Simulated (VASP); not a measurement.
# Be16H (a cell with a defect) in VASP: notebook

Runs on Be16H (a cell with a defect). Level: PBEsol. Tasks: single point.

All numbers are computed with VASP 6.6.1; they aren't measurements. Logs are shortened: lines on timing, memory, paths and dates and some standing lists are left out, and cuts for length are marked.

### 1 The cell of the first run

The cell holds a defect, 17 atoms: a = 4.580 Å, b = 3.966 Å, c = 7.177 Å, α = 90.00°, β = 90.00°, γ = 90.00°.

### 2 Single point, PBEsol

INCAR reads:

```
PREC = Accurate ; ENCUT = 520
EDIFF = 1E-6 ; ISMEAR = -1
SIGMA = 0.15 ; LREAL = Auto
LASPH = True ; NELM = 100
ALGO = Normal ; ISIF = 2
LWAVE = False ; LCHARG = False
GGA = PS ; NBANDS = 30
```

KPOINTS reads:

```
regular mesh
0
Gamma
  4 4 3
```

POSCAR reads:

```
Be16H
1.0
   -2.2900000000     -3.9663960000      0.0000000000
    3.4350000000     -1.9831980000      0.0000000000
    0.0000000000      0.0000000000      7.1768600000
Be H
16 1
Direct
    0.7501918857      0.4996040696      0.0019828381
    0.4997136274      0.3328255562      0.2463165380
    0.7720131876      0.5136912663      0.5009116926
    0.4997629935      0.3320718275      0.7549863729
    0.4997459890     -0.0029784155      0.0025656626
    0.2493986736      0.8334754964      0.2526154275
    0.4997664369     -0.0346147517      0.5017453666
    0.2480764466      0.8330161383      0.7537651299
    0.2493284245      0.4995577836      0.0019796027
   -0.0002741905      0.3337784981      0.2510423311
    0.2275903499      0.5137355449      0.5009131624
   -0.0002239202      0.3338647762      0.7543412811
   -0.0002451518      0.0005768056      0.0031590038
    0.7500105910      0.8334917910      0.2526159029
   -0.0002286621      0.0117483053      0.5032194142
    0.7514437169      0.8329989074      0.7537641739
    0.4998076022      0.3303959010      0.5274985999
```

Potentials or basis: VASP PAW PBE potentials, release 64 (Be, H).

Command:

```
$ cat potpaw_PBE.64/Be/POTCAR potpaw_PBE.64/H/POTCAR > POTCAR
$ mpirun -np 1 vasp_std > vasp.out
```

OUTCAR:

```text
PREC = Accurate
   ENCUT = 520
   EDIFF = 1E-6
   ISMEAR = -1
   LREAL = Auto
   LASPH = True
   NELM = 100
   ISIF = 2
   GGA = PS

 ion  position               nearest neighbor table
   1  0.750  0.500  0.002-   2 2.20  12 2.21   4 2.21  16 2.22  10 2.22  14 2.23   5 2.28  13 2.29
                             9 2.29  13 2.29   9 2.29   5 2.30
   2  0.500  0.333  0.246-   9 2.20   1 2.20   5 2.20  14 2.29   6 2.29  10 2.29  10 2.29   6 2.29
                            14 2.29  11 2.33   3 2.33   7 2.34
   3  0.772  0.514  0.501-  17 1.46  11 2.09   7 2.18  14 2.19  10 2.19  12 2.21  16 2.21  15 2.23
                            15 2.25   4 2.32   2 2.33
   4  0.500  0.332  0.755-  17 1.63   9 2.21   1 2.21   5 2.22  12 2.29  12 2.29   8 2.29  16 2.29
                            16 2.30   8 2.30  11 2.32   3 2.32   7 2.33
   5  0.500  0.997  0.003-   2 2.20   4 2.22   8 2.22  16 2.22  14 2.23   6 2.23   1 2.28   9 2.28
                            13 2.29  13 2.29   9 2.30   1 2.30
   6  0.249  0.833  0.253-   7 2.19  11 2.19  13 2.23   5 2.23   9 2.23  15 2.25  14 2.29  10 2.29
                             2 2.29  10 2.29  14 2.29   2 2.29
   7  0.500  0.965  0.502-  17 1.46  11 2.18   3 2.18  14 2.19   6 2.19  16 2.21   8 2.21  15 2.30
                            15 2.30   4 2.33   2 2.34
   8  0.248  0.833  0.754-   7 2.21  11 2.21   9 2.22  13 2.22   5 2.22  15 2.24  16 2.27  12 2.28
                            12 2.29   4 2.29   4 2.30  16 2.31
   9  0.249  0.500  0.002-   2 2.20  12 2.21   4 2.21   8 2.22  10 2.22   6 2.23   5 2.28  13 2.29
                             1 2.29  13 2.29   1 2.29   5 2.30
  10  1.000  0.334  0.251-   3 2.19  11 2.19  15 2.22  13 2.22   1 2.22   9 2.22   6 2.29  14 2.29
                             2 2.29   2 2.29   6 2.29  14 2.29
  11  0.228  0.514  0.501-  17 1.46   3 2.09   7 2.18   6 2.19  10 2.19   8 2.21  12 2.21  15 2.23
                            15 2.25   4 2.32   2 2.33
  12  1.000  0.334  0.754-  15 2.21   9 2.21   1 2.21   3 2.21  11 2.21  13 2.22   8 2.28  16 2.28
                             8 2.29  16 2.29   4 2.29   4 2.29
  13  1.000  0.001  0.003-  10 2.22  12 2.22   8 2.22  16 2.22   6 2.23  14 2.23   9 2.29   1 2.29
                             5 2.29   5 2.29   1 2.29   9 2.29
  14  0.750  0.833  0.253-   7 2.19   3 2.19  13 2.23   5 2.23   1 2.23  15 2.25   6 2.29  10 2.29
                             2 2.29  10 2.29   6 2.29   2 2.29
  15  1.000  0.012  0.503-  12 2.21  10 2.22  11 2.23   3 2.23   8 2.24  16 2.24   6 2.25  14 2.25
                             3 2.25  11 2.25   7 2.30   7 2.30
  16  0.751  0.833  0.754-   7 2.21   3 2.21   1 2.22  13 2.22   5 2.22  15 2.24   8 2.27  12 2.28
                            12 2.29   4 2.29   4 2.30   8 2.31
  17  0.500  0.330  0.527-   3 1.46  11 1.46   7 1.46   4 1.63

  LATTYP: Found a simple orthorhombic cell.
 ALAT       =     3.9663962620
 B/A-ratio  =     1.1547004875
 C/A-ratio  =     1.8094157835

  Lattice vectors:

 A1 = (  -3.4350000000,   1.9831980000,   0.0000000000)
 A2 = (  -2.2900000000,  -3.9663960000,   0.0000000000)
 A3 = (   0.0000000000,   0.0000000000,   7.1768600000)

Analysis of symmetry for initial positions (statically):
=====================================================================
 Subroutine PRICEL returns:
 Original cell was already a primitive cell.

 Routine SETGRP: Setting up the symmetry group for a
 simple orthorhombic supercell.

 Subroutine GETGRP returns: Found  1 space group operations
 (whereof  1 operations were pure point group operations)
 out of a pool of  8 trial point group operations.

The static configuration has the point symmetry C_1 .

Analysis of symmetry for dynamics (positions and initial velocities):
=====================================================================
 Subroutine PRICEL returns:
 Original cell was already a primitive cell.

 Routine SETGRP: Setting up the symmetry group for a
 simple orthorhombic supercell.

 Subroutine GETGRP returns: Found  1 space group operations
 (whereof  1 operations were pure point group operations)
 out of a pool of  8 trial point group operations.

The dynamic configuration has the point symmetry C_1 .

 Subroutine INISYM returns: Found  1 space group operations
 (whereof  1 operations are pure point group operations),
 and found     1 'primitive' translations

----------------------------------------------------------------------------------------

                                     Primitive cell

  volume of cell :     130.3755

  direct lattice vectors                    reciprocal lattice vectors
    -2.290000000 -3.966396000  0.000000000    -0.109170306 -0.189088533  0.000000000
     3.435000000 -1.983198000  0.000000000     0.218340611 -0.126059022  0.000000000
     0.000000000  0.000000000  7.176860000     0.000000000  0.000000000  0.139336702
[... 56 lines left out ...]
     0.000000000  0.000000000  0.046445567     0.000000000  0.000000000  0.333333333

  Length of vectors
     0.054585156  0.063029507  0.046445567

  Shift w.r.t. Gamma in fractional coordinates (k-lattice)
     0.000000000  0.000000000  0.000000000

 Subroutine IBZKPT returns following result:
 ===========================================

 Found     26 irreducible k-points:

 Following reciprocal coordinates:
            Coordinates               Weight
  0.000000  0.000000  0.000000      1.000000
  0.250000  0.000000  0.000000      2.000000
  0.500000  0.000000  0.000000      1.000000
  0.000000  0.250000  0.000000      2.000000
  0.250000  0.250000  0.000000      2.000000
 -0.250000  0.250000  0.000000      2.000000
[... 16 lines left out ...]
  0.000000  0.500000  0.333333      2.000000
  0.250000  0.500000  0.333333      2.000000
 [... further k-points ...]
   k-points           NKPTS =     26   k-points in BZ     NKDIM =     26   number of bands    NBANDS=     30
   number of dos      NEDOS =    301   number of ions     NIONS =     17
   total plane-waves  NPLWV =  58320
   dimension x,y,z NGX =    36 NGY =   30 NGZ =   54
   dimension x,y,z NGXF=    72 NGYF=   60 NGZF=  108
   ions per type =              16   1
   NGX,Y,Z   is equivalent  to a cutoff of  13.07, 12.57, 12.51 a.u.
   NGXF,Y,Z  is equivalent  to a cutoff of  26.13, 25.15, 25.02 a.u.
 SYSTEM =  unknown system
   PREC   = accura    normal or accurate (medium, high low for compatibility)
   ISTART =      0    job   : 0-new  1-cont  2-samecut
   ICHARG =      2    charge: 1-file 2-atom 10-const
   ISPIN  =      1    spin polarized calculation?
   LNONCOLLINEAR =      F non collinear calculations
   LSORBIT =      F    spin-orbit coupling
   LASPH  =      T    aspherical Exc in radial PAW
   ENCUT  =  520.0 eV  38.22 Ry    6.18 a.u.   8.52  7.37 13.34*2*pi/ulx,y,z
   NELM   =    100;   NELMIN=  2; NELMDL= -5     # of ELM steps
   EDIFF  = 0.1E-05   stopping-criterion for ELM
   LREAL  =      T    real-space projection
   EDIFFG = 0.1E-04   stopping-criterion for IOM
   NSW    =      0    number of steps for IOM
   IBRION =     -1    ionic relax: 0-MD 1-quasi-New 2-CG
   NFREE  =      0    steps in history (QN), initial steepest desc. (CG)
   ISIF   =      2    stress and relaxation
   ISYM   =      2    0-nonsym 1-usesym 2-fastsym
   POTIM  = 0.5000    time-step for ionic-motion
   TEBEG  =    0.0;   TEEND  =   0.0 temperature during run
   PSTRESS=    0.0 pullay stress
   NELECT =      33.0000    total number of electrons
   NUPDOWN=      -1.0000    fix difference up-down
   EMIN   =  10.00;   EMAX   =-10.00  energy-range for DOS
   EFERMI =   0.00;   METHOD = LEGACY
   ISMEAR =    -1;   SIGMA  =   0.15  broadening in eV -4-tet -1-fermi 0-gaus
   EFERMI_NEDOS =   21; number of points for ismear=-14 and -15
   IALGO  =     38    algorithm
   IMIX   =      4    mixing-type and parameters
     AMIX     =   0.40;   BMIX     =  1.00
     AMIX_MAG =   1.60;   BMIX_MAG =  1.00
  volume/ion in A,a.u.               =       7.67        51.75
  Fermi-wavevector in a.u.,A,eV,Ry     =   1.035573  1.956950 14.591049  1.072412
  Thomas-Fermi vector in A             =   2.169923
   LORBIT       =      0    0 simple, 1 ext, 2 COOP (PROOUT), +10 PAW based schemes
   GGA     = PS    functional components
   LHFCALC =     F    Hartree Fock is set to
   AEXX    =    0.0000 exact exchange contribution
   IVDW    =     0    specifies the selected vdW correction
   LEPSILON=     F    determine dielectric tensor
   LRPA    =     F    only Hartree local field effects (RPA)
 non-spin polarized calculation
  energy-cutoff  :      520.00
  volume of cell :      130.38
 maximum number of plane-waves:      3529
 NGX is ok and might be reduce to    36
   NGX = 17   NGY = 15   NGZ = 27

 number of electron      33.0000000 magnetization

 Free energy of the ion-electron system (eV)
  ---------------------------------------------------
  ext. energy  EPLUGINS =         0.00000000
  ---------------------------------------------------
  free energy    TOTEN  =       -65.66737065 eV

  energy without entropy =      -65.53349529  energy(sigma->0) =      -65.60043297

 E-fermi :   7.3860     XC(G=0): -10.5845

 val. band max:        7.3584577714   @ k =   0.5000   0.0000   0.0000
 cond. band min:       7.4403426032   @ k =   0.5000   0.2500   0.0000
 fundamental gap:      0.0818848318
 Fermi energy:         7.3859781842

 k-point     1 :       0.0000    0.0000    0.0000
  band No.  band energies     occupation
      1      -5.1275      2.00000
      2      -2.9501      2.00000
      3      -2.1911      2.00000
      4      -0.3016      2.00000
      5       0.9476      2.00000
      6       1.5254      2.00000
[... 733 lines left out ...]
     27      12.9563      0.00000
     28      13.2707      0.00000

 [... further k-points ...]

 [bands above 28 left out]

------------------------ aborting loop because EDIFF is reached ----------------------------------------

  FORCE on cell =-STRESS in cart. coord.  units (eV):
  Direction    XX          YY          ZZ          XY          YZ          ZX
  --------------------------------------------------------------------------------------
  -------------------------------------------------------------------------------------
  Total       -0.2690556     -0.2261327      0.6022636      0.0399689      0.0010851     -0.0013295
  in kB       -3.3064087     -2.7789325      7.4011831      0.4911757      0.0133348     -0.0163379
  external PRESSURE =       0.4386139 kB  Pullay stress =       0.0000000 kB

 VOLUME and BASIS-vectors are now :
 -----------------------------------------------------------------------------
  energy-cutoff  :      520.00
  volume of cell :      130.38
      direct lattice vectors                 reciprocal lattice vectors
    -2.290000000 -3.966396000  0.000000000    -0.109170306 -0.189088533  0.000000000
     3.435000000 -1.983198000  0.000000000     0.218340611 -0.126059022  0.000000000
     0.000000000  0.000000000  7.176860000     0.000000000  0.000000000  0.139336702

 POSITION                                       TOTAL-FORCE (eV/Angst)
 -----------------------------------------------------------------------------------
     -0.00180     -3.96637      0.01423        -0.001350      0.002700     -0.007195
     -0.00109     -2.64212      1.76778        -0.005232      0.001930      0.012387
     -0.00338     -4.08086      3.59497         0.000578      0.001397     -0.000730
     -0.00379     -2.64082      5.41843         0.003094     -0.002100     -0.009532
      2.28035     -3.95948      0.01841         0.000657     -0.000556     -0.002883
      2.29187     -2.64216      1.81299        -0.001442      0.000462      0.004297
[... 9 lines left out ...]
      1.14055     -4.63253      5.40966         0.003252     -0.005079     -0.001921
     -0.00965     -2.63768      3.78578         0.002146      0.000160      0.014699
 -----------------------------------------------------------------------------------
    total drift:                               -0.000392     -0.000167     -0.000083

  FREE ENERGIE OF THE ION-ELECTRON SYSTEM (eV)
  ---------------------------------------------------
  free  energy   TOTEN  =       -65.6673706510 eV

  energy  without entropy=      -65.5334952937  energy(sigma->0) =      -65.60043297
```

Run time: 1.7 min. Hardware: 1 thread of Intel Xeon 6975P-C (Granite Rapids), shared host; peak memory 0.26 GiB.

What came out:

```yaml
Free_energy: -65.6674 eV
Pressure: 0.0 GPa
Largest_force: 0.015 eV/Å
Band_gap_on_the_k_mesh: zero (an odd number of electrons rules out a gap without spin polarisation)
```

Forces on the atoms (eV/Å):
```
Be  -0.001  0.003 -0.007
Be  -0.005  0.002  0.012
Be   0.001  0.001 -0.001
Be   0.003 -0.002 -0.010
Be   0.001 -0.001 -0.003
Be  -0.001  0.000  0.004
Be  -0.001  0.001 -0.005
Be   0.005  0.000 -0.002
Be  -0.002  0.000 -0.007
Be   0.002 -0.002  0.001
Be  -0.002  0.001 -0.001
Be   0.004 -0.002  0.001
Be  -0.008  0.005  0.005
Be  -0.003 -0.001  0.004
Be   0.002 -0.001 -0.005
Be   0.003 -0.005 -0.002
H    0.002  0.000  0.015
```

Levels at points of the mesh, in eV from the Fermi level:
```
           k point  band 12  band 13  band 14  band 15  band 16  band 17  band 18  band 19  band 20  band 21
(0.00, 0.00, 0.00)    -4.34    -4.06    -3.72    -0.82     0.14     0.38     0.52     0.86     1.00     1.30
(0.50, 0.00, 0.00)    -2.93    -2.45    -2.43    -2.38    -2.35    -0.35    -0.03     0.37     0.46     0.52
(0.00, 0.50, 0.00)    -4.06    -3.78    -3.69    -2.72    -2.57    -0.14     0.63     0.64     0.79     0.86
(0.50, 0.50, 0.00)    -6.41    -1.26    -1.06    -0.97    -0.83    -0.48     0.35     0.52     0.58     3.90
```

Caveat: the k points lie up to 0.40 Å⁻¹ apart, too coarse for converged energies and pressures of a metal; the PAW data sets were made with another functional, which shifts forces and pressure a little.

### 3 Single point, PBEsol

INCAR reads:

```
PREC = Accurate
ENCUT = 520
EDIFF = 1E-6
ISMEAR = -1
SIGMA = 0.15
LREAL = Auto
LASPH = True
NELM = 100
ALGO = Normal
ISIF = 2
LWAVE = False
LCHARG = True
GGA = PS
LELF = True
LVHAR = True
NBANDS = 30
```

KPOINTS reads:

```
Automatic mesh
0
Gamma
  4 4 3
```

POSCAR reads:

```
Be16H
1.0
   -2.2900000000     -3.9663960000      0.0000000000
    3.4350000000     -1.9831980000      0.0000000000
    0.0000000000      0.0000000000      7.1768600000
Be H
16 1
Direct
    0.7505913866      0.5007062304      0.0041036364
    0.4999376314      0.3335924335      0.2484185711
    0.7503972563      0.5012336280      0.4954223934
    0.4781924965      0.3197738276      0.7493802591
    0.5001482045      0.0000067171     -0.0023624447
    0.2504549106      0.8326793858      0.2471715211
    0.4988326315      0.0001471688      0.4966419728
    0.2504509183      0.8218745838      0.7469589383
    0.2505032250      0.4996927782     -0.0007334394
    0.0009481198      0.3337269976      0.2484321020
    0.2503691060      0.4992893770      0.4959937728
    0.0224531910      0.3198430027      0.7493590466
    0.0010205205      0.0000772640     -0.0023969567
    0.7504779339      0.8363221275      0.2477674603
    0.0019755374      0.0001401699      0.4966447112
    0.7504612631      0.8679913100      0.7485132145
    0.7502518176      0.5030357280      0.7223573815
```

Potentials or basis: VASP PAW PBE potentials, release 64 (Be, H).

Command:

```
$ cat potpaw_PBE.64/Be/POTCAR potpaw_PBE.64/H/POTCAR > POTCAR
$ mpirun -np 1 vasp_std > vasp.out
```

OUTCAR:

```text
PREC = Accurate
   ENCUT = 520
   EDIFF = 1E-6
   ISMEAR = -1
   LREAL = Auto
   LASPH = True
   NELM = 100
   ISIF = 2
   GGA = PS

 ion  position               nearest neighbor table
   1  0.751  0.501  0.004-  10 2.20  14 2.20   2 2.20   5 2.29  13 2.29   9 2.29   9 2.29  13 2.29
                             5 2.29  12 2.33   4 2.33  16 2.34
   2  0.500  0.334  0.248-   1 2.20  11 2.21   3 2.21   7 2.22   9 2.22   5 2.23  14 2.28  10 2.29
[... 1007 lines left out ...]
  Total       -0.2698895     -0.2296139      0.6103055      0.0367037      0.0007509     -0.0002426
  in kB       -3.3166568     -2.8217125      7.5000101      0.4510503      0.0092283     -0.0029813
  external PRESSURE =       0.4538803 kB  Pullay stress =       0.0000000 kB

 VOLUME and BASIS-vectors are now :
 -----------------------------------------------------------------------------
  energy-cutoff  :      520.00
  volume of cell :      130.38
      direct lattice vectors                 reciprocal lattice vectors
    -2.290000000 -3.966396000  0.000000000    -0.109170306 -0.189088533  0.000000000
     3.435000000 -1.983198000  0.000000000     0.218340611 -0.126059022  0.000000000
     0.000000000  0.000000000  7.176860000     0.000000000  0.000000000  0.139336702

 POSITION                                       TOTAL-FORCE (eV/Angst)
 -----------------------------------------------------------------------------------
      0.00107     -3.97014      0.02945         0.003254      0.002579     -0.012621
      0.00103     -2.64453      1.78287         0.002294     -0.007186      0.004298
      0.00333     -3.97042      3.55558        -0.003402      0.002241      0.002427
      0.00336     -2.53088      5.37820        -0.000875      0.001449      0.004777
     -1.14532     -1.98380      7.15991        -0.001979     -0.002204     -0.001951
      2.28671     -2.64477      1.77392         0.009382     -0.006446     -0.004111
[... 9 lines left out ...]
      1.26299     -4.69803      5.37197         0.000290      0.000203      0.011218
      0.00985     -3.97342      5.18426        -0.003089     -0.002228     -0.010825
 -----------------------------------------------------------------------------------
    total drift:                                0.000320      0.000333      0.001192

  FREE ENERGIE OF THE ION-ELECTRON SYSTEM (eV)
  ---------------------------------------------------
  free  energy   TOTEN  =       -65.6674248329 eV

  energy  without entropy=      -65.5334375366  energy(sigma->0) =      -65.60043118
```

stdout:

```text
POSCAR found type information on POSCAR BeH
 POSCAR found :  2 types and      17 ions
 scaLAPACK will be used
 -----------------------------------------------------------------------------
|                                                                             |
|                                                                             |
|     You enforced a specific xc type in the INCAR file but a different       |
|     I HOPE YOU KNOW WHAT YOU ARE DOING!                                     |
|                                                                             |
 -----------------------------------------------------------------------------

 LDA part: xc-table for (Slater+PW92), standard interpolation
 POSCAR, INCAR and KPOINTS ok, starting setup
 FFT: planning ... GRIDC
 FFT: planning ... GRID_SOFT
 FFT: planning ... GRID
 WAVECAR not read
 entering main loop
```

Run time: 1.9 min. Hardware: 1 thread of Intel Xeon 6975P-C (Granite Rapids), shared host; peak memory 0.25 GiB.

Results:

- Free energy: -65.6674 eV
- Pressure: 0.0 GPa
- Largest force: 0.015 eV/Å
- Band gap on the k mesh: zero (an odd number of electrons rules out a gap without spin polarisation)

Forces in eV/Å, atoms in the order of the input:
```
Be   0.003  0.003 -0.013
Be   0.002 -0.007  0.004
Be  -0.003  0.002  0.002
Be  -0.001  0.001  0.005
Be  -0.002 -0.002 -0.002
Be   0.009 -0.006 -0.004
Be   0.003  0.006 -0.006
Be  -0.007  0.005  0.012
Be  -0.002  0.002 -0.002
Be   0.003  0.003  0.004
Be  -0.002 -0.001 -0.001
Be  -0.001 -0.005  0.005
Be   0.003  0.009  0.000
Be   0.001  0.000  0.003
Be  -0.004 -0.008 -0.007
Be   0.000  0.000  0.011
H   -0.003 -0.002 -0.011
```

Levels at points of the mesh, in eV from the Fermi level:
```
           k point  band 14  band 15  band 16  band 17  band 18  band 19
(0.00, 0.00, 0.00)    -3.72    -0.82     0.14     0.38     0.52     0.85
(0.50, 0.00, 0.00)    -2.43    -2.38    -2.35    -0.35    -0.03     0.37
(0.00, 0.50, 0.00)    -3.69    -2.72    -2.57    -0.14     0.63     0.64
(0.50, 0.50, 0.00)    -1.06    -0.97    -0.83    -0.47     0.35     0.52
```

Caveat: the k points lie up to 0.40 Å⁻¹ apart, too coarse for converged energies and pressures of a metal; the PAW data sets were made with another functional, which shifts forces and pressure a little.

(Part 1 of 2 ends here.)

The gap in the log of VASP goes by the Fermi energy; the results here count the filled bands.